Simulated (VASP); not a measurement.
# SiO2 (P4_2/mnm) in VASP: further runs, part 2 of 2

VASP 6.6.1. The steps go on from the part before.

### Step 4. Single point, LDA (volume 6.678 Å^3 an atom, c/a of the conventional cell 0.6888)

INCAR reads:

```
SYSTEM = SiO2
  ALGO = Normal
  EDIFF = 1E-6
  ENCUT = 520
  ISIF = 2
  ISMEAR = 0
  LASPH = .TRUE.
  LCHARG = .FALSE.
  LREAL = .FALSE.
  LWAVE = .FALSE.
  NBANDS = 25
  NELM = 60
  PREC = Accurate
  SIGMA = 0.05
```

KPOINTS reads:

```
k-points
0
G
  6 6 10
  0 0 0
```

POSCAR reads:

```
SiO2
1.0
    3.8746710887      0.0000000000      0.0000000000
    0.0000000000      3.8746710887      0.0000000000
    0.0000000000      0.0000000000      2.6688734459
Si O
2 4
Direct
    0.5000000000      0.5000000000      0.5000000000
    0.0000000000      0.0000000000      0.0000000000
    0.6944252994      0.6944252994      0.0000000000
    0.1944252994      0.8055747006      0.5000000000
    0.3055747006      0.3055747006      0.0000000000
    0.8055747006      0.1944252994      0.5000000000
```

Potentials or basis: VASP PAW LDA potentials, release 64 (Si, O).

Started as:

```sh
> cat potpaw_LDA.64/Si/POTCAR potpaw_LDA.64/O/POTCAR > POTCAR
> mpirun -np 1 vasp_std > vasp.out
```

OUTCAR:

```text
SYSTEM = SiO2
   EDIFF = 1E-6
   ENCUT = 520
   ISIF = 2
   ISMEAR = 0
   LASPH = .TRUE.
   LREAL = .FALSE.
   NELM = 60
   PREC = Accurate

 ion  position               nearest neighbor table
   1  0.500  0.500  0.500-   4 1.67   6 1.67   5 1.71   3 1.71   3 1.71   5 1.71   2 3.05   2 3.05
                             2 3.05   2 3.05   2 3.05   2 3.05   2 3.05   2 3.05
   2  0.000  0.000  0.000-   3 1.67   5 1.67   4 1.71   6 1.71   4 1.71   6 1.71   1 3.05   1 3.05
                             1 3.05   1 3.05   1 3.05   1 3.05   1 3.05   1 3.05
   3  0.694  0.694  0.000-   2 1.67   1 1.71   1 1.71
   4  0.194  0.806  0.500-   1 1.67   2 1.71   2 1.71
   5  0.306  0.306  0.000-   2 1.67   1 1.71   1 1.71
   6  0.806  0.194  0.500-   1 1.67   2 1.71   2 1.71

  LATTYP: Found a simple tetragonal cell.
 ALAT       =     3.8746710887
 C/A-ratio  =     0.6888000000

  Lattice vectors:

 A1 = (   3.8746710887,   0.0000000000,   0.0000000000)
 A2 = (   0.0000000000,   3.8746710887,   0.0000000000)
 A3 = (   0.0000000000,   0.0000000000,   2.6688734459)

Analysis of symmetry for initial positions (statically):
=====================================================================
 Subroutine PRICEL returns:
 Original cell was already a primitive cell.

 Routine SETGRP: Setting up the symmetry group for a
 simple tetragonal supercell.

 Subroutine GETGRP returns: Found 16 space group operations
 (whereof  8 operations were pure point group operations)
 out of a pool of 16 trial point group operations.

The static configuration has the point symmetry D_2h.
 The point group associated with its full space group is D_4h.

Analysis of symmetry for dynamics (positions and initial velocities):
=====================================================================
 Subroutine PRICEL returns:
 Original cell was already a primitive cell.

 Routine SETGRP: Setting up the symmetry group for a
 simple tetragonal supercell.

 Subroutine GETGRP returns: Found 16 space group operations
 (whereof  8 operations were pure point group operations)
 out of a pool of 16 trial point group operations.

The dynamic configuration has the point symmetry D_2h.
 The point group associated with its full space group is D_4h.

[... 129 lines left out ...]
  Thomas-Fermi vector in A             =   2.627948
   LORBIT       =      0    0 simple, 1 ext, 2 COOP (PROOUT), +10 PAW based schemes
   GGA     = CA    functional components
   LHFCALC =     F    Hartree Fock is set to
   AEXX    =    0.0000 exact exchange contribution
   IVDW    =     0    specifies the selected vdW correction
   LEPSILON=     F    determine dielectric tensor
   LRPA    =     F    only Hartree local field effects (RPA)
 non-spin polarized calculation
 Gauss-broadening in eV      SIGMA  =   0.05
  energy-cutoff  :      520.00
  volume of cell :       40.07
 maximum number of plane-waves:      1096
 NGX is ok and might be reduce to    30
   NGX = 15   NGY = 15   NGZ =  9

 number of electron      31.9999974 magnetization

 Free energy of the ion-electron system (eV)
  ---------------------------------------------------
  ext. energy  EPLUGINS =         0.00000000
  ---------------------------------------------------
  free energy    TOTEN  =       -50.77564120 eV

  energy without entropy =      -50.77564120  energy(sigma->0) =      -50.77564120

 E-fermi :  10.6444     XC(G=0): -13.5384

 val. band max:       10.3702249120   @ k =   0.0000   0.0000   0.0000
 cond. band min:      16.1921286089   @ k =   0.0000   0.0000   0.0000
 fundamental gap:      5.8219036969
 Fermi energy:        10.6444425076

 k-point     1 :       0.0000    0.0000    0.0000
  band No.  band energies     occupation
      1     -13.6334      2.00000
      2      -8.8479      2.00000
      3      -8.8479      2.00000
      4      -8.4073      2.00000
      5      -1.4389      2.00000
      6       2.6852      2.00000
[... 661 lines left out ...]
     24      23.3549      0.00000
     25      25.5146      0.00000

 [... further k-points ...]
[... 5 lines left out ...]
  --------------------------------------------------------------------------------------
  -------------------------------------------------------------------------------------
  Total       17.7276025     17.7276025      9.5115672     -0.0000000      0.0000000      0.0000000
  in kB      708.8640013    708.8640013    380.3338642     -0.0000000      0.0000000      0.0000000
  external PRESSURE =     599.3539556 kB  Pullay stress =       0.0000000 kB

 VOLUME and BASIS-vectors are now :
 -----------------------------------------------------------------------------
  energy-cutoff  :      520.00
  volume of cell :       40.07
      direct lattice vectors                 reciprocal lattice vectors
     3.874671089  0.000000000  0.000000000     0.258086423  0.000000000  0.000000000
     0.000000000  3.874671089  0.000000000     0.000000000  0.258086423  0.000000000
     0.000000000  0.000000000  2.668873446     0.000000000  0.000000000  0.374689928

 POSITION                                       TOTAL-FORCE (eV/Angst)
 -----------------------------------------------------------------------------------
      1.93734      1.93734      1.33444         0.000000     -0.000000      0.000000
      0.00000      0.00000      0.00000         0.000000     -0.000000      0.000000
      2.69067      2.69067      0.00000         0.651756      0.651756      0.000000
      0.75333      3.12134      1.33444         0.651756     -0.651756      0.000000
      1.18400      1.18400      0.00000        -0.651756     -0.651756     -0.000000
      3.12134      0.75333      1.33444        -0.651756      0.651756      0.000000
 -----------------------------------------------------------------------------------
    total drift:                               -0.000000      0.000000      0.000000

  FREE ENERGIE OF THE ION-ELECTRON SYSTEM (eV)
  ---------------------------------------------------
  free  energy   TOTEN  =       -50.7756411975 eV

  energy  without entropy=      -50.7756411975  energy(sigma->0) =      -50.77564120
```

stdout:

```text
POSCAR found type information on POSCAR SiO
 POSCAR found :  2 types and       6 ions
 scaLAPACK will be used
 LDA part: xc-table for (Slater(with rela. corr.)+CA(PZ))
 , standard interpolation
 POSCAR, INCAR and KPOINTS ok, starting setup
 FFT: planning ... GRIDC
 FFT: planning ... GRID_SOFT
 FFT: planning ... GRID
 WAVECAR not read
 entering main loop
```

Wall time 37 s (1 thread of Intel Xeon Platinum 8375C at 2.90GHz (Ice Lake), shared host); peak memory 0.16 GiB.

Results:

```
Free energy            : -50.7756 eV
Pressure               : 59.9 GPa
Largest force          : 0.922 eV/Å
Band gap on the k mesh : 5.82 eV, direct
```

Forces in eV/Å, atoms in the order of the input:
```
Si   0.000  0.000  0.000
Si   0.000  0.000  0.000
O    0.652  0.652  0.000
O    0.652 -0.652  0.000
O   -0.652 -0.652  0.000
O   -0.652  0.652  0.000
```

### Step 5. Single point, LDA (volume 6.678 Å^3 an atom, c/a of the conventional cell 0.7409)

INCAR reads:

```
PREC = Accurate
ENCUT = 520
EDIFF = 1E-6
ISMEAR = 0
SIGMA = 0.05
LREAL = F
LASPH = T
NELM = 60
ALGO = Normal
ISIF = 2
LWAVE = F
LCHARG = F
GGA = CA
NBANDS = 25
```

KPOINTS reads:

```
Automatic mesh
0
Gamma
  6 6 10
```

POSCAR, as its differences from that of step 4:

```diff
@@ -2,5 +2,5 @@
 1.0
-    3.8746710887      0.0000000000      0.0000000000
-    0.0000000000      3.8746710887      0.0000000000
-    0.0000000000      0.0000000000      2.6688734459
+    3.7816328053      0.0000000000      0.0000000000
+    0.0000000000      3.7816328053      0.0000000000
+    0.0000000000      0.0000000000      2.8018117454
 Si O
```

Potentials or basis: VASP PAW LDA potentials, release 64 (Si, O).

Started as:

```sh
> cat potpaw_LDA.64/Si/POTCAR potpaw_LDA.64/O/POTCAR > POTCAR
> mpirun -np 1 vasp_std > vasp.out
```

OUTCAR:

```text
PREC = Accurate
   ENCUT = 520
   EDIFF = 1E-6
   ISMEAR = 0
   LREAL = F
   LASPH = T
   NELM = 60
   ISIF = 2
   GGA = CA

 ion  position               nearest neighbor table
   1  0.500  0.500  0.500-   4 1.63   6 1.63   5 1.74   3 1.74   3 1.74   5 1.74   2 3.02   2 3.02
                             2 3.02   2 3.02   2 3.02   2 3.02   2 3.02   2 3.02
   2  0.000  0.000  0.000-   3 1.63   5 1.63   4 1.74   6 1.74   4 1.74   6 1.74   1 3.02   1 3.02
                             1 3.02   1 3.02   1 3.02   1 3.02   1 3.02   1 3.02
   3  0.694  0.694  0.000-   2 1.63   1 1.74   1 1.74
   4  0.194  0.806  0.500-   1 1.63   2 1.74   2 1.74
   5  0.306  0.306  0.000-   2 1.63   1 1.74   1 1.74
   6  0.806  0.194  0.500-   1 1.63   2 1.74   2 1.74

  LATTYP: Found a simple tetragonal cell.
 ALAT       =     3.7816328053
 C/A-ratio  =     0.7409000000

  Lattice vectors:

 A1 = (   3.7816328053,   0.0000000000,   0.0000000000)
 A2 = (   0.0000000000,   3.7816328053,   0.0000000000)
 A3 = (   0.0000000000,   0.0000000000,   2.8018117454)

Analysis of symmetry for initial positions (statically):
=====================================================================
 Subroutine PRICEL returns:
 Original cell was already a primitive cell.

 Routine SETGRP: Setting up the symmetry group for a
 simple tetragonal supercell.

 Subroutine GETGRP returns: Found 16 space group operations
 (whereof  8 operations were pure point group operations)
 out of a pool of 16 trial point group operations.

The static configuration has the point symmetry D_2h.
 The point group associated with its full space group is D_4h.

Analysis of symmetry for dynamics (positions and initial velocities):
=====================================================================
 Subroutine PRICEL returns:
 Original cell was already a primitive cell.

 Routine SETGRP: Setting up the symmetry group for a
 simple tetragonal supercell.

 Subroutine GETGRP returns: Found 16 space group operations
 (whereof  8 operations were pure point group operations)
 out of a pool of 16 trial point group operations.

The dynamic configuration has the point symmetry D_2h.
 The point group associated with its full space group is D_4h.

 Subroutine INISYM returns: Found 16 space group operations
 (whereof  8 operations are pure point group operations),
 and found     1 'primitive' translations

----------------------------------------------------------------------------------------

                                     Primitive cell

  volume of cell :      40.0680

  direct lattice vectors                    reciprocal lattice vectors
     3.781632805  0.000000000  0.000000000     0.264436039  0.000000000  0.000000000
     0.000000000  3.781632805  0.000000000     0.000000000  0.264436039  0.000000000
     0.000000000  0.000000000  2.801811745     0.000000000  0.000000000  0.356911917

  length of vectors
     3.781632805  3.781632805  2.801811745     0.264436039  0.264436039  0.356911917

  position of ions in fractional coordinates (direct lattice)
     0.500000000  0.500000000  0.500000000
     0.000000000  0.000000000  0.000000000
     0.694425299  0.694425299  0.000000000
     0.194425299  0.805574701  0.500000000
     0.305574701  0.305574701  0.000000000
[... 30 lines left out ...]
     0.000000000  0.000000000  0.000000000

 Subroutine IBZKPT returns following result:
 ===========================================

 Found     60 irreducible k-points:

 Following reciprocal coordinates:
            Coordinates               Weight
  0.000000  0.000000  0.000000      1.000000
  0.166667  0.000000  0.000000      4.000000
  0.333333  0.000000  0.000000      4.000000
  0.500000  0.000000  0.000000      2.000000
  0.166667  0.166667  0.000000      4.000000
  0.333333  0.166667  0.000000      8.000000
[... 16 lines left out ...]
  0.333333  0.000000  0.200000      8.000000
  0.500000  0.000000  0.200000      4.000000
 [... further k-points ...]
   k-points           NKPTS =     60   k-points in BZ     NKDIM =     60   number of bands    NBANDS=     25
   number of dos      NEDOS =    301   number of ions     NIONS =      6
   total plane-waves  NPLWV =  18816
   dimension x,y,z NGX =    28 NGY =   28 NGZ =   24
   dimension x,y,z NGXF=    56 NGYF=   56 NGZF=   48
   ions per type =               2   4
   NGX,Y,Z   is equivalent  to a cutoff of  12.31, 12.31, 14.24 a.u.
   NGXF,Y,Z  is equivalent  to a cutoff of  24.62, 24.62, 28.48 a.u.
 SYSTEM =  unknown system
   PREC   = accura    normal or accurate (medium, high low for compatibility)
   ISTART =      0    job   : 0-new  1-cont  2-samecut
   ICHARG =      2    charge: 1-file 2-atom 10-const
   ISPIN  =      1    spin polarized calculation?
   LNONCOLLINEAR =      F non collinear calculations
   LSORBIT =      F    spin-orbit coupling
   LASPH  =      T    aspherical Exc in radial PAW
   ENCUT  =  520.0 eV  38.22 Ry    6.18 a.u.   7.03  7.03  5.21*2*pi/ulx,y,z
   NELM   =     60;   NELMIN=  2; NELMDL= -5     # of ELM steps
   EDIFF  = 0.1E-05   stopping-criterion for ELM
   LREAL  =      F    real-space projection
   EDIFFG = 0.1E-04   stopping-criterion for IOM
   NSW    =      0    number of steps for IOM
   IBRION =     -1    ionic relax: 0-MD 1-quasi-New 2-CG
   NFREE  =      0    steps in history (QN), initial steepest desc. (CG)
   ISIF   =      2    stress and relaxation
   ISYM   =      2    0-nonsym 1-usesym 2-fastsym
   POTIM  = 0.5000    time-step for ionic-motion
   TEBEG  =    0.0;   TEEND  =   0.0 temperature during run
   PSTRESS=    0.0 pullay stress
   NELECT =      32.0000    total number of electrons
   NUPDOWN=      -1.0000    fix difference up-down
   EMIN   =  10.00;   EMAX   =-10.00  energy-range for DOS
   EFERMI =   0.00;   METHOD = LEGACY
   ISMEAR =     0;   SIGMA  =   0.05  broadening in eV -4-tet -1-fermi 0-gaus
   EFERMI_NEDOS =   21; number of points for ismear=-14 and -15
   IALGO  =     38    algorithm
   IMIX   =      4    mixing-type and parameters
     AMIX     =   0.40;   BMIX     =  1.00
     AMIX_MAG =   1.60;   BMIX_MAG =  1.00
  volume/ion in A,a.u.               =       6.68        45.07
  Fermi-wavevector in a.u.,A,eV,Ry     =   1.518887  2.870281 31.388901  2.307019
  Thomas-Fermi vector in A             =   2.627948
   LORBIT       =      0    0 simple, 1 ext, 2 COOP (PROOUT), +10 PAW based schemes
   GGA     = CA    functional components
   LHFCALC =     F    Hartree Fock is set to
   AEXX    =    0.0000 exact exchange contribution
   IVDW    =     0    specifies the selected vdW correction
   LEPSILON=     F    determine dielectric tensor
   LRPA    =     F    only Hartree local field effects (RPA)
 non-spin polarized calculation
 Gauss-broadening in eV      SIGMA  =   0.05
  energy-cutoff  :      520.00
  volume of cell :       40.07
 maximum number of plane-waves:      1112
   NGX = 15   NGY = 15   NGZ = 11

 number of electron      31.9999988 magnetization

 Free energy of the ion-electron system (eV)
  ---------------------------------------------------
  ext. energy  EPLUGINS =         0.00000000
  ---------------------------------------------------
  free energy    TOTEN  =       -50.12715371 eV

  energy without entropy =      -50.12715371  energy(sigma->0) =      -50.12715371

 E-fermi :  10.5416     XC(G=0): -13.5583

 val. band max:       10.2335891910   @ k =   0.0000   0.0000   0.0000
 cond. band min:      15.3993308937   @ k =   0.0000   0.0000   0.0000
 fundamental gap:      5.1657417027
 Fermi energy:        10.5416073932

 k-point     1 :       0.0000    0.0000    0.0000
  band No.  band energies     occupation
      1     -13.5037      2.00000
      2      -8.5315      2.00000
      3      -8.5315      2.00000
      4      -8.0109      2.00000
      5      -1.3693      2.00000
      6       2.6343      2.00000
[... 661 lines left out ...]
     24      24.0593      0.00000
     25      25.7999      0.00000

 [... further k-points ...]
[... 5 lines left out ...]
  --------------------------------------------------------------------------------------
  -------------------------------------------------------------------------------------
  Total       21.1186747     21.1186747      2.8705105      0.0000000      0.0000000      0.0000000
  in kB      844.4609608    844.4609608    114.7815428      0.0000000      0.0000000      0.0000000
  external PRESSURE =     601.2344882 kB  Pullay stress =       0.0000000 kB

 VOLUME and BASIS-vectors are now :
 -----------------------------------------------------------------------------
  energy-cutoff  :      520.00
  volume of cell :       40.07
      direct lattice vectors                 reciprocal lattice vectors
     3.781632805  0.000000000  0.000000000     0.264436039  0.000000000  0.000000000
     0.000000000  3.781632805  0.000000000     0.000000000  0.264436039  0.000000000
     0.000000000  0.000000000  2.801811745     0.000000000  0.000000000  0.356911917

 POSITION                                       TOTAL-FORCE (eV/Angst)
 -----------------------------------------------------------------------------------
      1.89082      1.89082      1.40091         0.000000     -0.000000     -0.000000
      0.00000      0.00000      0.00000         0.000000     -0.000000     -0.000000
      2.62606      2.62606      0.00000         0.460885      0.460885     -0.000000
      0.73525      3.04639      1.40091         0.460885     -0.460885     -0.000000
      1.15557      1.15557      0.00000        -0.460885     -0.460885      0.000000
      3.04639      0.73525      1.40091        -0.460885      0.460885     -0.000000
 -----------------------------------------------------------------------------------
    total drift:                                0.000000      0.000000      0.000000

  FREE ENERGIE OF THE ION-ELECTRON SYSTEM (eV)
  ---------------------------------------------------
  free  energy   TOTEN  =       -50.1271537145 eV

  energy  without entropy=      -50.1271537145  energy(sigma->0) =      -50.12715371
```

Wall time 35 s (1 thread of Intel Xeon Platinum 8375C at 2.90GHz (Ice Lake), shared host); peak memory 0.16 GiB.

What came out:

* Free energy: -50.1272 eV
* Pressure: 60.1 GPa
* Largest force: 0.652 eV/Å
* Band gap on the k mesh: 5.17 eV, direct

Forces in eV/Å, atoms in the order of the input:
```
Si   0.000  0.000  0.000
Si   0.000  0.000  0.000
O    0.461  0.461  0.000
O    0.461 -0.461  0.000
O   -0.461 -0.461  0.000
O   -0.461  0.461  0.000
```

Stress tensor (GPa, compression positive):
```
84.45  0.00  0.00
 0.00 84.45  0.00
 0.00  0.00 11.48
```

 A k mesh can miss the band edges.

### Step 6. Overview

| cell | gap on the mesh (eV) | pressure (GPa) | largest force (eV/Å) |
| --- | --- | --- | --- |
| a = 3.970, b = 3.970, c = 2.543 Å, 6 atoms | 6.85 | 62.9 | 1.10 |
| a = 4.067, b = 4.067, c = 2.422 Å, 6 atoms | 8.20 | 69.0 | 1.18 |
| a = 3.875, b = 3.875, c = 2.669 Å, 6 atoms | 5.82 | 59.9 | 0.92 |
| a = 3.782, b = 3.782, c = 2.802 Å, 6 atoms | 5.17 | 60.1 | 0.65 |

Alike in all rows: task single point; level LDA; potentials or basis VASP PAW LDA potentials, release 64 (Si, O); no spin polarisation; k mesh 6 × 6 × 10; cutoff (eV) 520; smearing gaussian 0.05 eV.

Caveats: forces of over 1 eV/Å act on the atoms, so gaps and moduli don't describe the material at rest (some runs).

Absolute energies hang on the potentials; compare differences alone.
